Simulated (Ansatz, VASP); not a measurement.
# Be in VASP and in Ansatz

File INCAR:

```
  ALGO = Normal
  EDIFF = 1E-6
  ENCUT = 520
  GGA = PE
  GGA_COMPAT = F
  ISIF = 2
  ISMEAR = 0
  LASPH = T
  LCHARG = F
  LORBIT = 11
  LORBMOM = T
  LREAL = F
  LSORBIT = T
  LWAVE = F
  MAGMOM = 0 0 0
  NBANDS = 13
  NELM = 150
  PREC = Accurate
  SIGMA = 0.05
```

KPOINTS

```
k-points
0
Gamma
  22 22 22
```

Contents of POSCAR:

```
Be
1.0
    0.0000000000      1.5800346400      1.5800346400
    1.5800346400      0.0000000000      1.5800346400
    1.5800346400      1.5800346400      0.0000000000
Be
1
Direct
    0.0000000000      0.0000000000      0.0000000000
```

Input for Ansatz:

```yaml
crystal:
  lattice:
    - [0.0, 1.58003464, 1.58003464]
    - [1.58003464, 0.0, 1.58003464]
    - [1.58003464, 1.58003464, 0.0]
  atoms:
    - { symbol: Be, position: [0.0, 0.0, 0.0] }
basis:
  ecutwfc: 420
  ecutrho_ratio: 4
kpoints:
  mp_grid: { grid: [22, 22, 22] }
hamiltonian:
  xc: pbe
scf:
  occupations: { method: gaussian, width: 0.05 }
output:
  forces: true
  stress: true
  eigenvalues: true
  populations: true
magnetization:
  noncollinear: true
  spin_orbit: true
```

Alike in both runs: task single point; functional PBE; k mesh 22 × 22 × 22; occupations gaussian, width 0.05 eV; non-collinear spin, spin-orbit coupling.

```csv
,VASP,Ansatz
version,VASP 6.6.1,Ansatz 0.2.0
potentials or method,"VASP PAW PBE potentials, release 64 (Be), cutoff 520 eV","plane waves, PAW"
valence electrons in the cell,2,2
```

|  | VASP | Ansatz | Ansatz less VASP |
| --- | --- | --- | --- |
| pressure (GPa) | -0.1 | -0.2 | -0.15 |
| net moment per atom (μB) | 0.00 | 0.00 | 0.000 |
